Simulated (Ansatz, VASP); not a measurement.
**Sn: VASP beside Ansatz**

INCAR

```
SYSTEM = Sn
PREC = Accurate
ENCUT = 520
EDIFF = 1E-8
ISMEAR = -1
SIGMA = 0.05
LREAL = .False.
LASPH = .True.
NELM = 100
ALGO = Normal
ISIF = 2
LWAVE = .False.
LCHARG = .False.
LEFG = .True.
NBANDS = 21
```

The input KPOINTS:

```
regular mesh
0
Gamma
  15 15 15
  0 0 0
```

The input POSCAR:

```
Sn
1.0
   -2.9158500000      2.9158500000      1.5429305000
    2.9158500000     -2.9158500000      1.5429305000
    2.9158500000      2.9158500000     -1.5429305000
Sn
2
Direct
    0.0000000000      0.0000000000      0.0000000000
    0.7500000000      0.2500000000      0.5000000000
```

Input for Ansatz:

```yaml
crystal:
  lattice:
    - [-2.91585, 2.91585, 1.5429305]
    - [2.91585, -2.91585, 1.5429305]
    - [2.91585, 2.91585, -1.5429305]
  atoms:
    - { symbol: Sn, position: [0.0, 0.0, 0.0] }
    - { symbol: Sn, position: [0.75, 0.25, 0.5] }
kpoints:
  mp_grid: { grid: [15, 15, 15] }
scf:
  occupations: { method: fermi_dirac, width: 0.05 }
hamiltonian:
  xc: lda
  pseudopotentials: { kind: all_electron, datasets: crystal }
output:
  forces: true
  stress: true
  eigenvalues: true
  efg: { contact_densities: true }
```

Change from the starting cell: zz strain of -3 %, crystal datasets.

Alike in both runs: task electric field gradients; functional LDA; k mesh 15 × 15 × 15; occupations fermi-dirac, width 0.05 eV; no spin polarisation.

```csv
,VASP,Ansatz
version,VASP 6.6.1,Ansatz 0.2.0
potentials or method,"VASP PAW LDA potentials, release 64 (Sn_d), cutoff 520 eV","all-electron PAW with datasets made for the crystal, scalar-relativistic"
```

```tsv
	VASP	Ansatz	Ansatz less VASP
pressure (GPa)	-0.1	-0.1	0.00
traceless stress, the component that is largest in VASP (GPa)	0.69	0.69	-0.002
size of Vzz on the site where it differs most (V/Å²)	30.5	32.0	+1.54
```

LDA's correlation is that of Perdew and Zunger in VASP and of Perdew and Wang (1992) in Ansatz. Ansatz ran all-electron here, and VASP with PAW potentials.
